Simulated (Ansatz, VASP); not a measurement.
**Be2SbCl in VASP and in Ansatz**

INCAR

```
ALGO = Normal
EDIFF = 1E-6
EDIFFG = -0.04
ENCUT = 600
GGA = PE
IBRION = 2
ISIF = 3
ISMEAR = 0
LASPH = T
LCHARG = F
LREAL = F
LWAVE = F
NELM = 60
NSW = 90
PREC = Accurate
SIGMA = 0.1
```

KPOINTS

```
k-points
0
Gamma
  6 6 4
```

POSCAR

```
Be2SbCl
1.0
    4.0095241400      0.0000000000      0.0000000000
   -2.0047620700      3.4723497600      0.0000000000
    0.0000000000      0.0000000000      5.7152010300
Be Sb Cl
2 1 1
Direct
    0.3333333300      0.6666666700      0.0000000000
    0.6666666700      0.3333333300      0.0000000000
    0.0000000000      0.0000000000      0.0000000000
    0.0000000000      0.0000000000      0.5000000000
```

Input for Ansatz:

```yaml
crystal:
  lattice:
    - [4.00952414, 0.0, 0.0]
    - [-2.00476207, 3.47234976, 0.0]
    - [0.0, 0.0, 5.71520103]
  atoms:
    - { symbol: Be, position: [0.33333333, 0.66666667, 0.0] }
    - { symbol: Be, position: [0.66666667, 0.33333333, 0.0] }
    - { symbol: Sb, position: [0.0, 0.0, 0.0] }
    - { symbol: Cl, position: [0.0, 0.0, 0.5] }
basis:
  ecutwfc: 420
kpoints:
  mp_grid: { grid: [6, 6, 4] }
hamiltonian:
  xc: pbe
scf:
  occupations: { method: gaussian, width: 0.1 }
  lower_state_search: "off"
output:
  forces: true
  stress: true
  eigenvalues: true
relax:
  adjacent_minimum: "off"
  f_tol: 0.04
  max_steps: 70
  cell: { stress_tol: 0.4 }
```

Alike in both runs: task relaxation of cell and atoms; functional PBE; k mesh 6 × 6 × 4; occupations gaussian, width 0.1 eV; no spin polarisation.

|  | VASP | Ansatz |
| --- | --- | --- |
| version | VASP 6.6.1 | Ansatz 0.2.0 |
| potentials or method | VASP PAW PBE potentials, release 64 (Be, Sb, Cl), cutoff 600 eV | scalar-relativistic, plane waves, PAW |
| valence electrons in the cell | 16 | 26 |

```csv
,VASP,Ansatz,Ansatz less VASP
"gap on the k mesh at the Fermi level, each at its own relaxed structure (eV)",none,none,-
relaxed volume (Å³/atom),22.97,22.85,-0.118
relaxed cell length with the largest relative difference (Å),4.319,4.311,-0.0076
```

A gap of «none» marks a metal or a gap that the smearing closes. VASP's potentials hold 16 valence electrons a cell and Ansatz's 26, so a difference there can come from the potentials and not from the codes.

Spin-orbit coupling is off throughout. Noted on VASP's run: the volume moved by over 15 % at a fixed basis, so the end points are rough.
